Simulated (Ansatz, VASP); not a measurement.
Bi: VASP beside Ansatz

Contents of INCAR:

```
SYSTEM = Bi
PREC = Accurate ; ENCUT = 520
EDIFF = 1E-6 ; ISMEAR = 0
SIGMA = 0.05 ; LREAL = .False.
LASPH = .True. ; NELM = 60
ALGO = Normal ; ISIF = 2
LWAVE = .False. ; LCHARG = .False.
GGA = PE ; NBANDS = 14
```

KPOINTS

```
regular mesh
0
Gamma
  6 6 6
  0 0 0
```

Contents of POSCAR:

```
Bi
1.0
    0.0000000000      2.5782501500      2.5782501500
    2.5782501500      0.0000000000      2.5782501500
    2.5782501500      2.5782501500      0.0000000000
Bi
1
Direct
    0.0000000000      0.0000000000      0.0000000000
```

Input for Ansatz:

```yaml
crystal:
  lattice:
    - [0.0, 2.57825015, 2.57825015]
    - [2.57825015, 0.0, 2.57825015]
    - [2.57825015, 2.57825015, 0.0]
  atoms:
    - { symbol: Bi, position: [0.0, 0.0, 0.0] }
basis:
  ecutwfc: 420
  ecutrho_ratio: 4
kpoints:
  mp_grid: { grid: [6, 6, 6] }
hamiltonian:
  xc: pbe
scf:
  occupations: { method: gaussian, width: 0.05 }
output:
  forces: true
  stress: true
  eigenvalues: true
```

Alike in both runs: task single point; functional PBE; k mesh 6 × 6 × 6; occupations gaussian, width 0.05 eV; no spin polarisation.

```csv
,VASP,Ansatz
version,VASP 6.6.1,Ansatz 0.2.0
potentials or method,"VASP PAW PBE potentials, release 64 (Bi_d), cutoff 520 eV","scalar-relativistic, plane waves, PAW"
valence electrons in the cell,15,15
```

Ansatz gave:

- gap on the k mesh at the Fermi level (eV): none
- pressure (GPa): -3.6

**Question.** Which values does VASP return?

**Answer.** gap on the k mesh at the Fermi level (eV): none; pressure (GPa): -3.7.

A gap of «none» marks a metal or a gap that the smearing closes.

Neither program's run includes spin-orbit coupling.
